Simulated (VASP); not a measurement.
# Ni2Ge (P6_3/mmc) in VASP: a series of runs

The runs below take Ni2Ge through single point, with r2SCAN.

Program: VASP 6.6.1. These are calculated values, not measurements. Logs are shortened: lines on timing, memory, paths and dates and some standing lists are left out, and cuts for length are marked.

## 1. The cell of the first run

The structure is hexagonal, space group P6_3/mmc (No. 194). The conventional cell has a = 4.097 Å, b = 4.097 Å, c = 5.188 Å, α = 90.00°, β = 90.00°, γ = 120.00°. Within 3.1 Å of Ni (site symmetry -6m2) lie 5 Ge at 2.37 to 2.59 Å and 6 Ni at 2.70 Å. Ni (site symmetry -3m) has 8 Ni at 2.59 to 2.70 Å and 6 Ge at 2.70 Å within 3.4 Å. Within 3.1 Å of Ge (site symmetry -6m2) lie 11 Ni at 2.37 to 2.70 Å.

## 2. Single point, r2SCAN (equal strain along all axes, cell held: +3.0 %)

Contents of POSCAR:

```
Ni2Ge
1.0
    4.0974847389      0.0000000000      0.0000000000
   -2.0487423695      3.5485258755      0.0000000000
    0.0000000000      0.0000000000      5.1884968377
Ni Ge
4 2
Direct
    0.6666666667      0.3333333333      0.2500000000
    0.3333333333      0.6666666667      0.7500000000
    0.0000000000      0.0000000000      0.0000000000
    0.0000000000      0.0000000000      0.5000000000
    0.6666666667      0.3333333333      0.7500000000
    0.3333333333      0.6666666667      0.2500000000
```

Contents of INCAR.step1:

```
SYSTEM = Ni2Ge
ALGO = Normal
EDIFF = 1E-4
ENCUT = 520
GGA = PE
ISMEAR = 0
LASPH = .True.
LCHARG = .False.
LREAL = .False.
LWAVE = .True.
NBANDS = 43
NELM = 80
PREC = Accurate
SIGMA = 0.1
```

Contents of INCAR.step2:

```
SYSTEM = Ni2Ge
ALGO = Normal
EDIFF = 1E-6
ENCUT = 520
ISIF = 2
ISMEAR = 0
ISTART = 1
LASPH = .True.
LCHARG = .False.
LMIXTAU = .True.
LREAL = .False.
LWAVE = .False.
METAGGA = R2SCAN
NBANDS = 43
NELM = 80
PREC = Accurate
SIGMA = 0.1
```

Contents of KPOINTS:

```
k-points
0
Gamma
  12 12 8
  0 0 0
```

Potentials or basis: VASP PAW PBE potentials, release 64 (Ni, Ge_d).

The run is started by

```console
> cat potpaw_PBE.64/Ni/POTCAR potpaw_PBE.64/Ge_d/POTCAR > POTCAR
> cp INCAR.step1 INCAR
> mpirun -np 1 vasp_std > vasp.out
> cp INCAR.step2 INCAR
> mpirun -np 1 vasp_std > vasp.out
```

OUTCAR:

```text
SYSTEM = Ni2Ge
   EDIFF = 1E-6
   ENCUT = 520
   ISIF = 2
   ISMEAR = 0
   ISTART = 1
   LASPH = .True.
   LREAL = .False.
   METAGGA = R2SCAN
   NELM = 80
   PREC = Accurate

 ion  position               nearest neighbor table
   1  0.667  0.333  0.250-   6 2.37   6 2.37   6 2.37   5 2.59   5 2.59   3 2.70   4 2.70   3 2.70
                             4 2.70   3 2.70   4 2.70
   2  0.333  0.667  0.750-   5 2.37   5 2.37   5 2.37   6 2.59   6 2.59   3 2.70   4 2.70   4 2.70
                             3 2.70   4 2.70   3 2.70
   3  0.000  0.000  0.000-   4 2.59   4 2.59   1 2.70   5 2.70   6 2.70   2 2.70   1 2.70   5 2.70
                             2 2.70   6 2.70   1 2.70   5 2.70   2 2.70   6 2.70
   4  0.000  0.000  0.500-   3 2.59   3 2.59   1 2.70   5 2.70   6 2.70   2 2.70   1 2.70   5 2.70
                             2 2.70   6 2.70   1 2.70   5 2.70   2 2.70   6 2.70
   5  0.667  0.333  0.750-   2 2.37   2 2.37   2 2.37   1 2.59   1 2.59   3 2.70   4 2.70   3 2.70
                             4 2.70   3 2.70   4 2.70
   6  0.333  0.667  0.250-   1 2.37   1 2.37   1 2.37   2 2.59   2 2.59   3 2.70   4 2.70   4 2.70
                             3 2.70   4 2.70   3 2.70

  LATTYP: Found a hexagonal cell.
 ALAT       =     4.0974847389
 C/A-ratio  =     1.2662638590

  Lattice vectors:

 A1 = (   4.0974847389,   0.0000000000,   0.0000000000)
 A2 = (  -2.0487423695,   3.5485258755,   0.0000000000)
 A3 = (   0.0000000000,   0.0000000000,   5.1884968377)

Analysis of symmetry for initial positions (statically):
=====================================================================
 Subroutine PRICEL returns:
 Original cell was already a primitive cell.

 Routine SETGRP: Setting up the symmetry group for a
 hexagonal supercell.

 Subroutine GETGRP returns: Found 24 space group operations
 (whereof 12 operations were pure point group operations)
 out of a pool of 24 trial point group operations.

The static configuration has the point symmetry D_3d.
 The point group associated with its full space group is D_6h.

Analysis of symmetry for dynamics (positions and initial velocities):
=====================================================================
 Subroutine PRICEL returns:
 Original cell was already a primitive cell.

 Routine SETGRP: Setting up the symmetry group for a
 hexagonal supercell.

 Subroutine GETGRP returns: Found 24 space group operations
 (whereof 12 operations were pure point group operations)
 out of a pool of 24 trial point group operations.

The dynamic configuration has the point symmetry D_3d.
 The point group associated with its full space group is D_6h.

 Subroutine INISYM returns: Found 24 space group operations
 (whereof 12 operations are pure point group operations),
 and found     1 'primitive' translations

----------------------------------------------------------------------------------------

                                     Primitive cell

  volume of cell :      75.4409

  direct lattice vectors                    reciprocal lattice vectors
     4.097484739  0.000000000  0.000000000     0.244052160  0.140903580  0.000000000
    -2.048742370  3.548525876  0.000000000     0.000000000  0.281807160  0.000000000
     0.000000000  0.000000000  5.188496838     0.000000000  0.000000000  0.192734048

  length of vectors
     4.097484739  4.097484739  5.188496838     0.281807160  0.281807160  0.192734048

  position of ions in fractional coordinates (direct lattice)
     0.666666667  0.333333333  0.250000000
     0.333333333  0.666666667  0.750000000
     0.000000000  0.000000000  0.000000000
     0.000000000  0.000000000  0.500000000
     0.666666667  0.333333333  0.750000000
     0.333333333  0.666666667  0.250000000

  ion indices of the primitive-cell ions
   primitive index   ion index
                 1           1
                 2           2
                 3           3
                 4           4
                 5           5
                 6           6

----------------------------------------------------------------------------------------

 KPOINTS: k-points

Automatic generation of k-mesh.
 Grid dimensions read from file:
 generate k-points for:   12   12    8

 Generating k-lattice:

  Cartesian coordinates                     Fractional coordinates (reciprocal lattice)
     0.020337680  0.011741965  0.000000000     0.083333333 -0.000000000  0.000000000
     0.000000000  0.023483930  0.000000000     0.000000000  0.083333333  0.000000000
     0.000000000  0.000000000  0.024091756     0.000000000  0.000000000  0.125000000

  Length of vectors
     0.023483930  0.023483930  0.024091756

  Shift w.r.t. Gamma in fractional coordinates (k-lattice)
     0.000000000  0.000000000  0.000000000

 Subroutine IBZKPT returns following result:
 ===========================================

 Found     95 irreducible k-points:

 Following reciprocal coordinates:
            Coordinates               Weight
  0.000000  0.000000  0.000000      1.000000
  0.083333 -0.000000  0.000000      6.000000
  0.166667  0.000000  0.000000      6.000000
  0.250000  0.000000  0.000000      6.000000
  0.333333  0.000000  0.000000      6.000000
  0.416667  0.000000  0.000000      6.000000
[... 16 lines left out ...]
  0.250000  0.000000  0.125000     12.000000
  0.333333  0.000000  0.125000     12.000000
 [... further k-points ...]
   k-points           NKPTS =     95   k-points in BZ     NKDIM =     95   number of bands    NBANDS=     43
   number of dos      NEDOS =    301   number of ions     NIONS =      6
   total plane-waves  NPLWV =  36000
   dimension x,y,z NGX =    30 NGY =   30 NGZ =   40
   dimension x,y,z NGXF=    60 NGYF=   60 NGZF=   80
   ions per type =               4   2
   NGX,Y,Z   is equivalent  to a cutoff of  12.17, 12.17, 12.82 a.u.
   NGXF,Y,Z  is equivalent  to a cutoff of  24.34, 24.34, 25.63 a.u.
 SYSTEM =  Ni2Ge
   PREC   = accura    normal or accurate (medium, high low for compatibility)
   ISTART =      1    job   : 0-new  1-cont  2-samecut
   ICHARG =      0    charge: 1-file 2-atom 10-const
   ISPIN  =      1    spin polarized calculation?
   LNONCOLLINEAR =      F non collinear calculations
   LSORBIT =      F    spin-orbit coupling
   LASPH  =      T    aspherical Exc in radial PAW
   ENCUT  =  520.0 eV  38.22 Ry    6.18 a.u.   7.62  7.62  9.65*2*pi/ulx,y,z
   NELM   =     80;   NELMIN=  2; NELMDL=  0     # of ELM steps
   EDIFF  = 0.1E-05   stopping-criterion for ELM
   LREAL  =      F    real-space projection
   EDIFFG = 0.1E-04   stopping-criterion for IOM
   NSW    =      0    number of steps for IOM
   IBRION =     -1    ionic relax: 0-MD 1-quasi-New 2-CG
   NFREE  =      0    steps in history (QN), initial steepest desc. (CG)
   ISIF   =      2    stress and relaxation
   ISYM   =      2    0-nonsym 1-usesym 2-fastsym
   POTIM  = 0.5000    time-step for ionic-motion
   TEBEG  =    0.0;   TEEND  =   0.0 temperature during run
   PSTRESS=    0.0 pullay stress
   NELECT =      68.0000    total number of electrons
   NUPDOWN=      -1.0000    fix difference up-down
   EMIN   =  10.00;   EMAX   =-10.00  energy-range for DOS
   EFERMI =   0.00;   METHOD = LEGACY
   ISMEAR =     0;   SIGMA  =   0.10  broadening in eV -4-tet -1-fermi 0-gaus
   EFERMI_NEDOS =   21; number of points for ismear=-14 and -15
   IALGO  =     38    algorithm
   IMIX   =      4    mixing-type and parameters
     AMIX     =   0.40;   BMIX     =  1.00
     AMIX_MAG =   1.60;   BMIX_MAG =  1.00
  volume/ion in A,a.u.               =      12.57        84.85
  Fermi-wavevector in a.u.,A,eV,Ry     =   1.581402  2.988416 34.025872  2.500831
  Thomas-Fermi vector in A             =   2.681483
   LORBIT       =      0    0 simple, 1 ext, 2 COOP (PROOUT), +10 PAW based schemes
   METAGGA = R2SCAN    functional components
   LHFCALC =     F    Hartree Fock is set to
   AEXX    =    0.0000 exact exchange contribution
   IVDW    =     0    specifies the selected vdW correction
   LEPSILON=     F    determine dielectric tensor
   LRPA    =     F    only Hartree local field effects (RPA)
 non-spin polarized calculation
 Gauss-broadening in eV      SIGMA  =   0.10
  energy-cutoff  :      520.00
  volume of cell :       75.44
 maximum number of plane-waves:      2065
   NGX = 15   NGY = 15   NGZ = 19

 number of electron      67.9999985 magnetization

 Free energy of the ion-electron system (eV)
  ---------------------------------------------------
  ext. energy  EPLUGINS =         0.00000000
  ---------------------------------------------------
  free energy    TOTEN  =       -76.72795850 eV

  energy without entropy =      -76.70731183  energy(sigma->0) =      -76.71763516

 E-fermi :   8.9234     XC(G=0): -13.9667

 val. band max:        8.9196246396   @ k =   0.1667   0.0000   0.0000
 cond. band min:       8.9318577392   @ k =   0.2500   0.1667   0.3750
 fundamental gap:      0.0122330996
 Fermi energy:         8.9233644889

 k-point     1 :       0.0000    0.0000    0.0000
  band No.  band energies     occupation
      1     -16.5802      2.00000
      2     -16.5727      2.00000
      3     -16.5508      2.00000
      4     -16.5508      2.00000
      5     -16.5261      2.00000
      6     -16.5261      2.00000
[... 35 lines left out ...]
     42      13.4551      0.00000
     43      17.7253      0.00000

 k-point     2 :       0.0833   -0.0000    0.0000
  band No.  band energies     occupation
      1     -16.5799      2.00000
      2     -16.5725      2.00000
      3     -16.5511      2.00000
      4     -16.5506      2.00000
      5     -16.5266      2.00000
      6     -16.5259      2.00000
[... 35 lines left out ...]
     42      13.8888      0.00000
     43      17.0485      0.00000

 k-point     3 :       0.1667    0.0000    0.0000
  band No.  band energies     occupation
      1     -16.5791      2.00000
      2     -16.5722      2.00000
      3     -16.5518      2.00000
      4     -16.5500      2.00000
      5     -16.5278      2.00000
      6     -16.5254      2.00000
[... 919 lines left out ...]
      6     -16.5263      2.00000
[... 35 lines left out ...]
     42      15.8452      0.00000
     43      16.9352      0.00000

 k-point    24 :       0.3333    0.0000    0.1250
  band No.  band energies     occupation
      1     -16.5761      2.00000
      2     -16.5714      2.00000
      3     -16.5526      2.00000
      4     -16.5482      2.00000
      5     -16.5315      2.00000
      6     -16.5257      2.00000
[... 35 lines left out ...]
     42      16.4565      0.00000
     43      17.3663      0.00000

 [... further k-points ...]

------------------------ aborting loop because EDIFF is reached ----------------------------------------

  FORCE on cell =-STRESS in cart. coord.  units (eV):
  Direction    XX          YY          ZZ          XY          YZ          ZX
  --------------------------------------------------------------------------------------
  -------------------------------------------------------------------------------------
  Total       -7.0040683     -7.0040683     -5.9039742      0.0000000     -0.0000000      0.0000000
  in kB     -148.7490071   -148.7490071   -125.3857424      0.0000000     -0.0000000      0.0000000
  external PRESSURE =    -140.9612522 kB  Pullay stress =       0.0000000 kB

 VOLUME and BASIS-vectors are now :
 -----------------------------------------------------------------------------
  energy-cutoff  :      520.00
  volume of cell :       75.44
      direct lattice vectors                 reciprocal lattice vectors
     4.097484739  0.000000000  0.000000000     0.244052160  0.140903580  0.000000000
    -2.048742370  3.548525876  0.000000000     0.000000000  0.281807160  0.000000000
     0.000000000  0.000000000  5.188496838     0.000000000  0.000000000  0.192734048

 POSITION                                       TOTAL-FORCE (eV/Angst)
 -----------------------------------------------------------------------------------
      2.04874      1.18284      1.29712         0.000000      0.000000      0.000000
     -0.00000      2.36568      3.89137        -0.000000     -0.000000      0.000000
      0.00000      0.00000      0.00000        -0.000000      0.000000      0.000000
      0.00000      0.00000      2.59425        -0.000000      0.000000      0.000000
      2.04874      1.18284      3.89137        -0.000000      0.000000      0.000000
     -0.00000      2.36568      1.29712         0.000000     -0.000000      0.000000
 -----------------------------------------------------------------------------------
    total drift:                                0.000000     -0.000000      0.000000

  FREE ENERGIE OF THE ION-ELECTRON SYSTEM (eV)
  ---------------------------------------------------
  free  energy   TOTEN  =       -76.7279584979 eV

  energy  without entropy=      -76.7073118289  energy(sigma->0) =      -76.71763516
```

It took 30 min on 1 thread of Intel Xeon 8259CL, shared host; peak memory 0.37 GiB.

What came out:

```
Free energy            : -76.7280 eV
Pressure               : -14.1 GPa
Band gap on the k mesh : zero (bands 34 and 35 overlap by 2.68 eV)
```

Stress tensor (GPa, compression positive):
```
-14.87   0.00   0.00
  0.00 -14.87   0.00
  0.00   0.00 -12.54
```

Levels at points of the mesh, in eV from the Fermi level:
```tsv
k point	band 32	band 33	band 34	band 35	band 36	band 37
(0.00, 0.00, 0.00)	-0.54	0.09	2.11	2.56	2.56	2.82
(0.50, 0.00, 0.00)	-1.06	-0.91	-0.59	-0.50	0.53	1.66
(0.00, 0.00, 0.50)	-1.03	1.28	1.28	3.08	3.08	3.08
(0.50, 0.00, 0.50)	-1.08	-0.78	-0.78	0.85	0.85	2.38
```

Caveat: the cell differs from its parent crystal (equal strain along all axes, cell held: +3.0 %); the cell stands under tension; the PAW data sets were made with another functional, which shifts forces and pressure a little.

## 3. Single point, r2SCAN (11.85 Å³/atom)

This run uses another cell than the first one, of 11.85 Å³/atom.

POSCAR, as its differences from that of step 2:

```diff
@@ -2,5 +2,5 @@
 1.0
-    4.0974847389      0.0000000000      0.0000000000
-   -2.0487423695      3.5485258755      0.0000000000
-    0.0000000000      0.0000000000      5.1884968377
+    4.0113553499      0.0000000000      0.0000000000
+   -2.0056776749      3.4739356366      0.0000000000
+    0.0000000000      0.0000000000      5.1029289816
 Ni Ge
```

Contents of INCAR.step1:

```
SYSTEM = Ni2Ge
ALGO     = Normal         ! electronic algorithm
EDIFF    = 1E-4           ! SCF threshold, eV
ENCUT    = 520            ! plane-wave cutoff, eV
GGA      = PE             ! functional
ISMEAR   = 0              ! smearing method
LASPH    = .True.         ! aspherical terms in the spheres
LCHARG   = .False.        ! write CHGCAR
LREAL    = .False.        ! projectors in reciprocal space
LWAVE    = .True.         ! write WAVECAR
NBANDS   = 43             ! bands
NELM     = 60             ! most SCF steps
PREC     = Accurate       ! precision mode
SIGMA    = 0.1            ! smearing width, eV
```

Contents of INCAR.step2:

```
SYSTEM = Ni2Ge
ALGO     = Normal         ! electronic algorithm
EDIFF    = 1E-6           ! SCF threshold, eV
ENCUT    = 520            ! plane-wave cutoff, eV
ISIF     = 2              ! what is computed and relaxed
ISMEAR   = 0              ! smearing method
ISTART   = 1            
LASPH    = .True.         ! aspherical terms in the spheres
LCHARG   = .True.         ! write CHGCAR
LELF     = .True.         ! ELF
LMIXTAU  = .True.       
LREAL    = .False.        ! projectors in reciprocal space
LVHAR    = .True.       
LWAVE    = .False.        ! write WAVECAR
METAGGA  = R2SCAN         ! meta-GGA
NBANDS   = 43             ! bands
NELM     = 60             ! most SCF steps
PREC     = Accurate       ! precision mode
SIGMA    = 0.1            ! smearing width, eV
```

KPOINTS is that of step 2.

Potentials or basis: VASP PAW PBE potentials, release 64 (Ni, Ge_d).

The run is started by

```console
> cat potpaw_PBE.64/Ni/POTCAR potpaw_PBE.64/Ge_d/POTCAR > POTCAR
> cp INCAR.step1 INCAR
> mpirun -np 1 vasp_std > vasp.out
> cp INCAR.step2 INCAR
> mpirun -np 1 vasp_std > vasp.out
```

Wall time 13 min (1 thread of Intel Xeon Platinum 8488C (Sapphire Rapids), shared host); peak memory 0.35 GiB.

The run converged. Its results:

- Free energy: -76.9966 eV
- Pressure: -5.2 GPa
- Band gap on the k mesh: zero (bands 34 and 35 overlap by 3.00 eV)

Stress tensor (GPa, compression positive):
```
-5.12  0.00  0.00
 0.00 -5.12  0.00
 0.00  0.00 -5.28
```

Levels at points of the mesh, in eV from the Fermi level:
```
           k point  band 32  band 33  band 34  band 35  band 36  band 37
(0.00, 0.00, 0.00)    -0.59     0.08     2.39     2.74     2.74     2.98
(0.50, 0.00, 0.00)    -1.15    -0.99    -0.64    -0.55     0.68     1.77
(0.00, 0.00, 0.50)    -1.12     1.52     1.52     3.28     3.28     3.28
(0.50, 0.00, 0.50)    -1.17    -0.84    -0.84     0.90     0.90     2.63
```

Caveat: the cell stands under tension; the PAW data sets were made with another functional, which shifts forces and pressure a little. Spin polarisation is off, so any magnetic state and its effect on volume and gap are missing.
